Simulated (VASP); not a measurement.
## SnSe2: relaxation of cell and atoms with r2SCAN+rVV10

Crystal: SnSe2.

```xyz
6
Lattice="6.2129 0.0000 0.0000 0.0000 6.3653 0.0000 0.0000 0.0000 3.9439" Properties=species:S:1:pos:R:3 pbc="T T T"
Sn    3.1064    3.1826    1.9720
Sn    0.0000    0.0000    0.0000
Se    4.5761    0.8062    1.9720
Se    1.6368    5.5591    1.9720
Se    1.4697    2.3764    0.0000
Se    4.7432    3.9889    0.0000
```

```
Program                : VASP 6.6.1
Task                   : relaxation of cell and atoms
Functional             : r2SCAN
Dispersion             : rVV10
Potentials or basis    : VASP PAW PBE potentials, release 64 (Sn_d, Se)
Cutoff                 : 600 eV
k mesh                 : 4 × 4 × 6
Occupations            : fermi-dirac, width 0.03 eV
Spin                   : no spin polarisation
Dipole correction      : no
Further INCAR settings : ALGO = Normal; EDIFF = 1e-06; IBRION = 2; EDIFFG = -0.01; NSW = 100; ISIF = 3
```

The relaxed volume is 26.33 Å³/atom. The relaxed cell is a = 6.165 Å, b = 6.520 Å, c = 3.930 Å, α = 90.00°, β = 90.00°, γ = 90.00° and the space group after relaxing (to 0.1 Å) is Pnnm (No. 58). The energy gained by relaxing is 5.3 meV/atom. The ionic steps are 12. The pressure after relaxing is 0.0 GPa and the band gap on the k mesh is 0.04 eV.

Step by step:
| step | energy change (eV) | largest force (eV/Å) | pressure (GPa) | volume (Å³) |
| --- | --- | --- | --- | --- |
| 1 | 0.0000 | 0.1631 | 0.14 | 155.97 |
| 2 | -0.0075 | 0.1286 | 0.06 | 156.49 |
| 3 | -0.0132 | 0.1501 | -0.08 | 157.97 |
| 4 | -0.0138 | 0.1301 | -0.06 | 157.64 |
| 5 | -0.0185 | 0.1061 | -0.03 | 157.65 |
| 6 | -0.0269 | 0.0366 | 0.04 | 157.68 |
| 7 | -0.0194 | 0.1386 | 0.18 | 157.74 |
| 8 | -0.0281 | 0.0292 | 0.07 | 157.69 |
| 9 | -0.0314 | 0.0180 | -0.06 | 158.09 |
| 10 | -0.0317 | 0.0145 | -0.11 | 158.23 |
| 11 | -0.0317 | 0.0142 | 0.15 | 157.67 |
| 12 | -0.0318 | 0.0010 | 0.01 | 157.96 |

Final structure:
```yaml
crystal:
  lattice:
    - [6.16472, 0.00000, 0.00000]
    - [0.00000, 6.51983, 0.00000]
    - [0.00000, 0.00000, 3.92999]
  atoms:
    - { symbol: Sn, position: [0.50000, 0.50000, 0.50000] }
    - { symbol: Sn, position: [0.00000, 0.00000, 0.00000] }
    - { symbol: Se, position: [0.74595, 0.13910, 0.50000] }
    - { symbol: Se, position: [0.25405, 0.86090, 0.50000] }
    - { symbol: Se, position: [0.24595, 0.36090, 0.00000] }
    - { symbol: Se, position: [0.75405, 0.63910, 0.00000] }
```

Levels at points of the mesh, in eV from the valence-band top:
```csv
k point,band 24,band 25,band 26,band 27,band 28,band 29
"(0.00, 0.00, 0.00)",-0.90,-0.38,0.00,0.04,1.61,2.70
"(0.50, 0.00, 0.00)",-0.98,-0.37,-0.37,0.38,0.38,3.46
"(0.00, 0.50, 0.00)",-0.99,-0.88,-0.88,1.27,1.27,3.58
"(0.50, 0.50, 0.00)",-1.22,-0.85,-0.85,0.92,0.92,3.60
"(0.00, 0.00, 0.50)",-1.84,-0.88,-0.88,0.78,0.78,4.95
"(0.50, 0.00, 0.50)",-1.32,-0.78,-0.78,1.94,1.94,2.97
"(0.00, 0.50, 0.50)",-1.57,-0.86,-0.86,1.18,1.18,2.66
"(0.50, 0.50, 0.50)",-1.44,-0.61,-0.61,0.60,0.60,4.01
```

It took 44 min on 4 MPI ranks on Oxide Virtual Turin-like Processor, with other jobs on the host, peak memory 0.8 GiB a rank.

Caveat: semilocal functionals underestimate gaps, and a narrow one can read as zero; the PAW data sets were made with another functional, which shifts forces and pressure a little; spin-orbit coupling is left out, which moves the levels of the heavy elements. A k mesh can miss the band edges.
